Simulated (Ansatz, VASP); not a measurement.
# InSbTe3: VASP beside Ansatz

```
In Sb Te
1.0
     5.80724    0.00000    0.00000
     0.00000    5.80724    0.00000
     0.00000    0.00000    5.80724
In Sb Te
1 1 3
Direct
  0.50000 0.50000 0.50000
  0.00000 0.00000 0.00000
  0.50000 0.00000 0.00000
  0.00000 0.50000 0.00000
  0.00000 0.00000 0.50000
```

Change from the starting cell: species swapped into the KMnF3 type (Pm-3m, No. 221).

Alike in both runs: functional PBE; k mesh 4 × 4 × 4; occupations gaussian, width 0.1 eV; no spin polarisation.

Ansatz relaxed the structure, and its values are those at the end. VASP's run is a single point on that final structure, the one shown.

```csv
,VASP,Ansatz
version,VASP 6.6.1,Ansatz 0.2.0
potentials or method,"VASP PAW PBE potentials, release 64 (In_d, Sb, Te), cutoff 520 eV","scalar-relativistic, plane waves, PAW"
valence electrons in the cell,36,76
```

VASP gave:

| Quantity | Value |
| --- | --- |
| gap on the k mesh at the Fermi level (eV) | none |
| pressure (GPa) | 0.3 |

Q: Estimate Ansatz's values.

A: gap on the k mesh at the Fermi level (eV): none; pressure (GPa): 0.4.

A gap of «none» marks a metal or a gap that the smearing closes. VASP's potentials hold 36 valence electrons a cell and Ansatz's 76, so a difference there can come from the potentials and not from the codes.

Spin-orbit coupling is off throughout.
